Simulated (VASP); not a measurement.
# NaCl (F-43m) in VASP: a series of runs

NaCl is run at these levels: PBEsol, LDA, PBE; tasks: relaxation of cell and atoms.

All numbers are computed with VASP 6.6.1; they aren't measurements. Logs are shortened: lines on timing, memory, paths and dates and some standing lists are left out, and cuts for length are marked.

## (1) The cell of the first run

The structure is cubic, space group F-43m (No. 216). The conventional cell has a = 6.253 Å, b = 6.253 Å, c = 6.253 Å, α = 90.00°, β = 90.00°, γ = 90.00°. Within 3.6 Å of Na (site symmetry -43m) lie 4 Cl at 2.71 Å. Within 3.6 Å of Cl (site symmetry -43m) lie 4 Na at 2.71 Å.

## (2) Relaxation of cell and atoms, PBEsol

File INCAR:

```
SYSTEM = NaCl
PREC = Accurate
ENCUT = 600
EDIFF = 1E-6
ISMEAR = -1
SIGMA = 0.02
LREAL = .FALSE.
LASPH = .TRUE.
NELM = 60
ALGO = Normal
ISIF = 3
LWAVE = .FALSE.
LCHARG = .FALSE.
GGA = PS
IBRION = 2
NSW = 80
EDIFFG = -0.005
```

File KPOINTS:

```
regular mesh
0
G
  6 6 6
  0 0 0
```

File POSCAR:

```
NaCl
1.0
    0.0000000000      3.1264791970      3.1264791970
    3.1264791970      0.0000000000      3.1264791970
    3.1264791970      3.1264791970      0.0000000000
Na Cl
1 1
Direct
    0.0000000000      0.0000000000      0.0000000000
    0.2500000000      0.2500000000      0.2500000000
```

Potentials or basis: VASP PAW PBE potentials, release 64 (Na_pv, Cl).

Command:

```bash
$ cat potpaw_PBE.64/Na_pv/POTCAR potpaw_PBE.64/Cl/POTCAR > POTCAR
$ mpirun -np 1 vasp_std > vasp.out
```

OUTCAR:

```text
SYSTEM = NaCl
   PREC = Accurate
   ENCUT = 600
   EDIFF = 1E-6
   ISMEAR = -1
   LREAL = .FALSE.
   LASPH = .TRUE.
   NELM = 60
   ISIF = 3
   GGA = PS
   IBRION = 2
   NSW = 80
   EDIFFG = -0.005

 ion  position               nearest neighbor table
   1  0.000  0.000  0.000-   2 2.71   2 2.71   2 2.71   2 2.71
   2  0.250  0.250  0.250-   1 2.71   1 2.71   1 2.71   1 2.71

  LATTYP: Found a face centered cubic cell.
 ALAT       =     6.2529583940

  Lattice vectors:

 A1 = (   0.0000000000,   3.1264791970,   3.1264791970)
 A2 = (   3.1264791970,   0.0000000000,   3.1264791970)
 A3 = (   3.1264791970,   3.1264791970,   0.0000000000)

Analysis of symmetry for initial positions (statically):
=====================================================================
 Subroutine PRICEL returns:
 Original cell was already a primitive cell.

 Routine SETGRP: Setting up the symmetry group for a
 face centered cubic supercell.

 Subroutine GETGRP returns: Found 24 space group operations
 (whereof 24 operations were pure point group operations)
 out of a pool of 48 trial point group operations.

The static configuration has the point symmetry T_d .

Analysis of symmetry for dynamics (positions and initial velocities):
=====================================================================
 Subroutine PRICEL returns:
 Original cell was already a primitive cell.

 Routine SETGRP: Setting up the symmetry group for a
 face centered cubic supercell.

 Subroutine GETGRP returns: Found 24 space group operations
 (whereof 24 operations were pure point group operations)
 out of a pool of 48 trial point group operations.

The dynamic configuration has the point symmetry T_d .

 Subroutine INISYM returns: Found 24 space group operations
 (whereof 24 operations are pure point group operations),
 and found     1 'primitive' translations

----------------------------------------------------------------------------------------

                                     Primitive cell

  volume of cell :      61.1219

  direct lattice vectors                    reciprocal lattice vectors
     0.000000000  3.126479197  3.126479197    -0.159924301  0.159924301  0.159924301
     3.126479197  0.000000000  3.126479197     0.159924301 -0.159924301  0.159924301
     3.126479197  3.126479197  0.000000000     0.159924301  0.159924301 -0.159924301

  length of vectors
     4.421509283  4.421509283  4.421509283     0.276997015  0.276997015  0.276997015

  position of ions in fractional coordinates (direct lattice)
     0.000000000  0.000000000  0.000000000
     0.250000000  0.250000000  0.250000000

  ion indices of the primitive-cell ions
   primitive index   ion index
                 1           1
                 2           2

----------------------------------------------------------------------------------------

 KPOINTS: regular mesh

Automatic generation of k-mesh.
 Grid dimensions read from file:
 generate k-points for:    6    6    6

 Generating k-lattice:

  Cartesian coordinates                     Fractional coordinates (reciprocal lattice)
    -0.026654050  0.026654050  0.026654050     0.166666667  0.000000000  0.000000000
     0.026654050 -0.026654050  0.026654050     0.000000000  0.166666667  0.000000000
     0.026654050  0.026654050 -0.026654050     0.000000000  0.000000000  0.166666667

  Length of vectors
     0.046166169  0.046166169  0.046166169

  Shift w.r.t. Gamma in fractional coordinates (k-lattice)
     0.000000000  0.000000000  0.000000000

 Subroutine IBZKPT returns following result:
 ===========================================

 Found     16 irreducible k-points:

 Following reciprocal coordinates:
            Coordinates               Weight
  0.000000  0.000000  0.000000      1.000000
  0.166667  0.000000  0.000000      8.000000
  0.333333  0.000000  0.000000      8.000000
  0.500000  0.000000  0.000000      4.000000
  0.166667  0.166667  0.000000      6.000000
  0.333333  0.166667  0.000000     24.000000
[... 8 lines left out ...]
 -0.333333  0.333333  0.166667     24.000000
 -0.333333  0.500000  0.166667     12.000000
   k-points           NKPTS =     16   k-points in BZ     NKDIM =     16   number of bands    NBANDS=     11
   number of dos      NEDOS =    301   number of ions     NIONS =      2
   total plane-waves  NPLWV =  46656
   dimension x,y,z NGX =    36 NGY =   36 NGZ =   36
   dimension x,y,z NGXF=    72 NGYF=   72 NGZF=   72
   ions per type =               1   1
   NGX,Y,Z   is equivalent  to a cutoff of  13.54, 13.54, 13.54 a.u.
   NGXF,Y,Z  is equivalent  to a cutoff of  27.07, 27.07, 27.07 a.u.
 SYSTEM =  NaCl
   PREC   = accura    normal or accurate (medium, high low for compatibility)
   ISTART =      0    job   : 0-new  1-cont  2-samecut
   ICHARG =      2    charge: 1-file 2-atom 10-const
   ISPIN  =      1    spin polarized calculation?
   LNONCOLLINEAR =      F non collinear calculations
   LSORBIT =      F    spin-orbit coupling
   LASPH  =      T    aspherical Exc in radial PAW
   ENCUT  =  600.0 eV  44.10 Ry    6.64 a.u.   8.83  8.83  8.83*2*pi/ulx,y,z
   NELM   =     60;   NELMIN=  2; NELMDL= -5     # of ELM steps
   EDIFF  = 0.1E-05   stopping-criterion for ELM
   LREAL  =      F    real-space projection
   EDIFFG = -.5E-02   stopping-criterion for IOM
   NSW    =     80    number of steps for IOM
   IBRION =      2    ionic relax: 0-MD 1-quasi-New 2-CG
   NFREE  =      1    steps in history (QN), initial steepest desc. (CG)
   ISIF   =      3    stress and relaxation
   ISYM   =      2    0-nonsym 1-usesym 2-fastsym
   POTIM  = 0.5000    time-step for ionic-motion
   TEBEG  =    0.0;   TEEND  =   0.0 temperature during run
   PSTRESS=    0.0 pullay stress
   NELECT =      14.0000    total number of electrons
   NUPDOWN=      -1.0000    fix difference up-down
   EMIN   =  10.00;   EMAX   =-10.00  energy-range for DOS
   EFERMI =   0.00;   METHOD = LEGACY
   ISMEAR =    -1;   SIGMA  =   0.02  broadening in eV -4-tet -1-fermi 0-gaus
   EFERMI_NEDOS =   21; number of points for ismear=-14 and -15
   IALGO  =     38    algorithm
   IMIX   =      4    mixing-type and parameters
     AMIX     =   0.40;   BMIX     =  1.00
     AMIX_MAG =   1.60;   BMIX_MAG =  1.00
  volume/ion in A,a.u.               =      30.56       206.24
  Fermi-wavevector in a.u.,A,eV,Ry     =   1.001656  1.892856 13.650928  1.003315
  Thomas-Fermi vector in A             =   2.134092
   LORBIT       =      0    0 simple, 1 ext, 2 COOP (PROOUT), +10 PAW based schemes
   GGA     = PS    functional components
   LHFCALC =     F    Hartree Fock is set to
   AEXX    =    0.0000 exact exchange contribution
   IVDW    =     0    specifies the selected vdW correction
   LEPSILON=     F    determine dielectric tensor
   LRPA    =     F    only Hartree local field effects (RPA)
 conjugate gradient relaxation of ions
 non-spin polarized calculation
  energy-cutoff  :      600.00
  volume of cell :       61.12
 maximum number of plane-waves:      2085
   NGX = 17   NGY = 17   NGZ = 17

--------------------------------------- Ionic step        1  -------------------------------------------

 number of electron      14.0000007 magnetization

 Free energy of the ion-electron system (eV)
  ---------------------------------------------------
  ext. energy  EPLUGINS =         0.00000000
  ---------------------------------------------------
  free energy    TOTEN  =        -6.80063621 eV

  energy without entropy =       -6.80063621  energy(sigma->0) =       -6.80063621

------------------------ aborting loop because EDIFF is reached ----------------------------------------

  FORCE on cell =-STRESS in cart. coord.  units (eV):
  Direction    XX          YY          ZZ          XY          YZ          ZX
  --------------------------------------------------------------------------------------
  -------------------------------------------------------------------------------------
  Total       -0.2086211     -0.2086211     -0.2086211     -0.0000000      0.0000000     -0.0000000
  in kB       -5.4685507     -5.4685507     -5.4685507     -0.0000000      0.0000000     -0.0000000
  external PRESSURE =      -5.4685507 kB  Pullay stress =       0.0000000 kB

 VOLUME and BASIS-vectors are now :
 -----------------------------------------------------------------------------
  energy-cutoff  :      600.00
  volume of cell :       61.12
      direct lattice vectors                 reciprocal lattice vectors
     0.000000000  3.126479197  3.126479197    -0.159924301  0.159924301  0.159924301
     3.126479197  0.000000000  3.126479197     0.159924301 -0.159924301  0.159924301
     3.126479197  3.126479197  0.000000000     0.159924301  0.159924301 -0.159924301
[... 37 lines left out ...]
 POSITION                                       TOTAL-FORCE (eV/Angst)
 -----------------------------------------------------------------------------------
      0.00000      0.00000      0.00000        -0.000000     -0.000000      0.000000
      1.55537      1.55537      1.55537         0.000000      0.000000     -0.000000
 -----------------------------------------------------------------------------------
    total drift:                               -0.000000     -0.000000     -0.000000

  FREE ENERGIE OF THE ION-ELECTRON SYSTEM (eV)
  ---------------------------------------------------
  free  energy   TOTEN  =        -6.8030899489 eV

  energy  without entropy=       -6.8030899489  energy(sigma->0) =       -6.80308995

--------------------------------------- Ionic step        3  -------------------------------------------

 number of electron      13.9999993 magnetization

 Free energy of the ion-electron system (eV)
  ---------------------------------------------------
  ext. energy  EPLUGINS =         0.00000000
  ---------------------------------------------------
  free energy    TOTEN  =        -6.80413351 eV

  energy without entropy =       -6.80413351  energy(sigma->0) =       -6.80413351

 E-fermi :  -1.9591     XC(G=0):  -6.9621

 val. band max:       -2.4430423044   @ k =   0.0000   0.0000   0.0000
 cond. band min:       2.3933440115   @ k =   0.0000   0.0000   0.0000
 fundamental gap:      4.8363863159
 Fermi energy:        -1.9591301938

 k-point     1 :       0.0000    0.0000    0.0000
  band No.  band energies     occupation
      1     -22.9118      2.00000
      2     -22.9118      2.00000
      3     -22.9118      2.00000
      4     -14.5310      2.00000
      5      -2.4430      2.00000
      6      -2.4430      2.00000
      7      -2.4430      2.00000
      8       2.3933      0.00000
      9       8.7062      0.00000
     10       8.7062      0.00000
     11       8.7062      0.00000

 k-point     2 :       0.1667    0.0000    0.0000
  band No.  band energies     occupation
      1     -22.9155      2.00000
      2     -22.9122      2.00000
      3     -22.9122      2.00000
      4     -14.4945      2.00000
      5      -2.7697      2.00000
      6      -2.4673      2.00000
      7      -2.4673      2.00000
      8       3.0062      0.00000
      9       8.0680      0.00000
     10       8.8196      0.00000
     11       8.8196      0.00000
[... 216 lines left out ...]
 POSITION                                       TOTAL-FORCE (eV/Angst)
 -----------------------------------------------------------------------------------
      0.00000      0.00000      0.00000         0.000000      0.000000     -0.000000
      1.54432      1.54432      1.54432        -0.000000     -0.000000      0.000000
 -----------------------------------------------------------------------------------
    total drift:                               -0.000000     -0.000000     -0.000000

  FREE ENERGIE OF THE ION-ELECTRON SYSTEM (eV)
  ---------------------------------------------------
  free  energy   TOTEN  =        -6.8041335083 eV

  energy  without entropy=       -6.8041335083  energy(sigma->0) =       -6.80413351

 reached required accuracy - stopping structural energy minimisation
```

Wall time 54 s (1 thread of AMD EPYC 7R13, shared host); peak memory 0.17 GiB.

What came out:

| Item | Value |
| --- | --- |
| Free energy | -6.8041 eV |
| Relaxed volume | 29.46 Å³/atom |
| Relaxed cell | a = 4.368 Å, b = 4.368 Å, c = 4.368 Å, α = 60.00°, β = 60.00°, γ = 60.00° |
| Space group after relaxing (to 0.1 Å) | F-43m (No. 216) |
| Energy gained by relaxing | 1.7 meV/atom |
| Ionic steps | 3 |
| Pressure after relaxing | 0.0 GPa |
| Band gap on the k mesh | 4.84 eV |

Step by step:
| step | energy change (eV) | largest force (eV/Å) | pressure (GPa) | volume (Å³) |
| --- | --- | --- | --- | --- |
| 1 | 0.0000 | 0.0000 | -0.55 | 61.12 |
| 2 | -0.0025 | 0.0000 | -0.32 | 60.20 |
| 3 | -0.0035 | 0.0000 | 0.02 | 58.93 |

Final structure:
```yaml
crystal:
  lattice:
    - [0.00000, 3.08864, 3.08864]
    - [3.08864, 0.00000, 3.08864]
    - [3.08864, 3.08864, 0.00000]
  atoms:
    - { symbol: Na, position: [0.00000, 0.00000, 0.00000] }
    - { symbol: Cl, position: [0.25000, 0.25000, 0.25000] }
```

Caveat: the structure was generated, so it needn't be the stable form of NaCl; the PAW data sets were made with another functional, which shifts forces and pressure a little.

## (3) Relaxation of cell and atoms, LDA

File INCAR:

```
ALGO = Normal
EDIFF = 1E-7
EDIFFG = -0.005
ENCUT = 600
IBRION = 2
ISIF = 3
ISMEAR = -1
LASPH = T
LCHARG = F
LREAL = F
LWAVE = F
NELM = 60
NSW = 80
PREC = Accurate
SIGMA = 0.02
```

File KPOINTS:

```
k-points
0
Gamma
  6 6 6
```

POSCAR is that of step 2.

Potentials or basis: VASP PAW LDA potentials, release 64 (Na_pv, Cl).

Command:

```bash
$ cat potpaw_LDA.64/Na_pv/POTCAR potpaw_LDA.64/Cl/POTCAR > POTCAR
$ mpirun -np 1 vasp_std > vasp.out
```

It took 56 s on 1 thread of AMD EPYC 7R13, shared host; peak memory 0.14 GiB.

Results (log left out):

```yaml
Free_energy: -7.1220 eV
Relaxed_volume: 27.40 Å³/atom
Relaxed_cell: a = 4.263 Å, b = 4.263 Å, c = 4.263 Å, α = 60.00°, β = 60.00°, γ = 60.00°
Space_group_after_relaxing_to_0.1_Å: F-43m (No. 216)
Energy_gained_by_relaxing: 19.7 meV/atom
Ionic_steps: 4
Pressure_after_relaxing: 0.0 GPa
Band_gap_on_the_k_mesh: 4.71 eV
```

Step by step:
```
step  energy change (eV)  largest force (eV/Å)  pressure (GPa)  volume (Å³)
   1              0.0000                0.0000           -1.81        61.12
   2             -0.0276                0.0000           -1.09        58.11
   3             -0.0393                0.0000           -0.12        55.14
   4             -0.0394                0.0000            0.01        54.80
```

Final structure:
```yaml
crystal:
  lattice:
    - [0.00000, 3.01466, 3.01466]
    - [3.01466, 0.00000, 3.01466]
    - [3.01466, 3.01466, 0.00000]
  atoms:
    - { symbol: Na, position: [0.00000, 0.00000, 0.00000] }
    - { symbol: Cl, position: [0.25000, 0.25000, 0.25000] }
```

Levels at points of the mesh, in eV from the valence-band top:
| k point | band 3 | band 4 | band 5 | band 6 | band 7 | band 8 | band 9 | band 10 | band 11 |
| --- | --- | --- | --- | --- | --- | --- | --- | --- | --- |
| (0.00, 0.00, 0.00) | -20.41 | -12.11 | 0.00 | 0.00 | 0.00 | 4.71 | 11.17 | 11.17 | 11.17 |
| (0.50, 0.00, 0.00) | -20.41 | -11.92 | -1.26 | -0.11 | -0.11 | 7.43 | 8.86 | 10.53 | 10.53 |
| (0.50, 0.50, 0.00) | -20.41 | -11.86 | -1.14 | -0.35 | -0.35 | 6.69 | 8.87 | 10.81 | 13.26 |

Caveat: the structure was generated, so it needn't be the stable form of NaCl.

## (4) Relaxation of cell and atoms, PBE

This run uses another cell than the first one, of 23.46 Å³/atom.

File INCAR:

```
SYSTEM = NaCl
  PREC = Accurate
  ENCUT = 600
  EDIFF = 1E-6
  ISMEAR = -1
  SIGMA = 0.02
  LREAL = .False.
  LASPH = .True.
  NELM = 100
  ALGO = Normal
  ISIF = 3
  LWAVE = .False.
  LCHARG = .False.
  GGA = PE
  IBRION = 2
  NSW = 80
  EDIFFG = -0.005
```

File KPOINTS:

```
regular mesh
0
Gamma
  8 8 8
  0 0 0
```

File POSCAR:

```
NaCl
1.0
    0.0000000000      2.8628490448      2.8628490448
    2.8628490448      0.0000000000      2.8628490448
    2.8628490448      2.8628490448      0.0000000000
Na Cl
1 1
Direct
    0.0000000000      0.0000000000      0.0000000000
    0.2500000000      0.2500000000      0.2500000000
```

Potentials or basis: VASP PAW PBE potentials, release 64 (Na_pv, Cl).

Command:

```bash
$ cat potpaw_PBE.64/Na_pv/POTCAR potpaw_PBE.64/Cl/POTCAR > POTCAR
$ mpirun -np 1 vasp_std > vasp.out
```

It took 90 s on 1 thread of AMD EPYC 7R13, shared host; peak memory 0.15 GiB.

The run converged. Its results:

```yaml
Free_energy: -6.6410 eV
Relaxed_volume: 30.56 Å³/atom
Relaxed_cell: a = 4.421 Å, b = 4.421 Å, c = 4.421 Å, α = 60.00°, β = 60.00°, γ = 60.00°
Space_group_after_relaxing_to_0.1_Å: F-43m (No. 216)
Energy_gained_by_relaxing: 141.5 meV/atom
Ionic_steps: 6
Pressure_after_relaxing: 0.0 GPa
Band_gap_on_the_k_mesh: 4.85 eV
```

The path:
```csv
step,energy change (eV),largest force (eV/Å),pressure (GPa),volume (Å³)
1,0.0000,0.0000,8.15,46.93
2,-0.2509,0.0000,2.03,55.51
3,-0.2805,0.0000,0.52,59.38
4,-0.2831,0.0000,0.06,60.88
5,-0.2831,0.0000,-0.03,61.18
6,-0.2831,0.0000,0.00,61.12
```

Final structure:
```xyz
2
Lattice="0.0000 3.1265 3.1265 3.1265 0.0000 3.1265 3.1265 3.1265 0.0000" Properties=species:S:1:pos:R:3 pbc="T T T"
Na    6.2529    3.1265    3.1265
Cl    1.5632    1.5632    1.5632
```

Levels at points of the mesh, in eV from the valence-band top:
| k point | band 3 | band 4 | band 5 | band 6 | band 7 | band 8 | band 9 | band 10 | band 11 |
| --- | --- | --- | --- | --- | --- | --- | --- | --- | --- |
| (0.00, 0.00, 0.00) | -20.70 | -12.08 | 0.00 | 0.00 | 0.00 | 4.85 | 11.10 | 11.10 | 11.10 |
| (0.50, 0.00, 0.00) | -20.70 | -11.95 | -1.00 | -0.09 | -0.09 | 7.46 | 8.74 | 10.57 | 10.57 |
| (0.50, 0.50, 0.00) | -20.70 | -11.91 | -0.91 | -0.29 | -0.29 | 7.01 | 9.00 | 10.33 | 12.90 |

Caveat: the volume moved by over 15 % at a fixed basis, so the end points are rough; the structure was generated, so it needn't be the stable form of NaCl. A k mesh can miss the band edges.

## (5) Overview

| level | potentials or basis | cell | k mesh | gap on the mesh (eV) | pressure (GPa) | relaxed volume (Å³/atom) |
| --- | --- | --- | --- | --- | --- | --- |
| PBEsol | VASP PAW PBE potentials, release 64 (Na_pv, Cl) | relaxed from a = 4.422 Å, angles 60.0°, 2 atoms | 6 × 6 × 6 | 4.84 | 0.0 | 29.46 |
| LDA | VASP PAW LDA potentials, release 64 (Na_pv, Cl) | relaxed from a = 4.422 Å, angles 60.0°, 2 atoms | 6 × 6 × 6 | 4.71 | 0.0 | 27.40 |
| PBE | VASP PAW PBE potentials, release 64 (Na_pv, Cl) | relaxed from a = 4.049 Å, angles 60.0°, 2 atoms | 8 × 8 × 8 | 4.85 | 0.0 | 30.56 |

Alike in all rows: task relaxation of cell and atoms; no spin polarisation; cutoff (eV) 600; smearing fermi-dirac 0.02 eV.

Caveats: the structure was generated, so it needn't be the stable form of NaCl; the PAW data sets were made with another functional, which shifts forces and pressure a little (at least some runs); the volume moved by over 15 % at a fixed basis, so the end points are rough (at least some runs).

Total energies depend on the potentials used, so only differences within one code and one set of settings carry meaning.
